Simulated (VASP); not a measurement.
Write the native input for VASP 6.6.1 that does the following.

* Task: single point
* Functional: PBE
* Potentials or basis: VASP PAW PBE potentials, release 64 (Pb_d, Te)
* Cutoff: 520 eV
* k mesh: 7 × 7 × 7
* Occupations: gaussian, width 0.025 eV
* Spin: no spin polarisation
* Dipole correction: no
* Further INCAR settings: ALGO = Normal; EDIFF = 1e-06; NBANDS = 17

The structure of TePb lies in POSCAR:

```
TePb
1.0
    0.0000000000      3.2310000000      3.2310000000
    3.2310000000      0.0000000000      3.2310000000
    3.2310000000      3.2310000000      0.0000000000
Pb Te
1 1
Direct
    0.0000000000      0.0000000000      0.0000000000
    0.5000000000      0.5000000000      0.5000000000
```

One way to write it, as run:

INCAR

```
SYSTEM = TePb
ALGO = Normal ; EDIFF = 1E-6
ENCUT = 520 ; GGA = PE
ISIF = 2 ; ISMEAR = 0
LASPH = .TRUE. ; LCHARG = .TRUE.
LELF = .TRUE. ; LREAL = .FALSE.
LVHAR = .TRUE. ; LWAVE = .FALSE.
NBANDS = 17 ; NELM = 60
PREC = Accurate ; SIGMA = 0.025
```

KPOINTS

```
k-points
0
G
  7 7 7
  0 0 0
```

Potentials or basis: VASP PAW PBE potentials, release 64 (Pb_d, Te).

Launch:

```console
$ cat potpaw_PBE.64/Pb_d/POTCAR potpaw_PBE.64/Te/POTCAR > POTCAR
$ mpirun -np 1 vasp_std > vasp.out
```

Results of the run:

```
Pressure : 2.1 GPa
```

It took 24 s on 1 thread of AMD EPYC 7R13 Processor (Zen 3), on a shared host, peak memory 0.18 GiB.
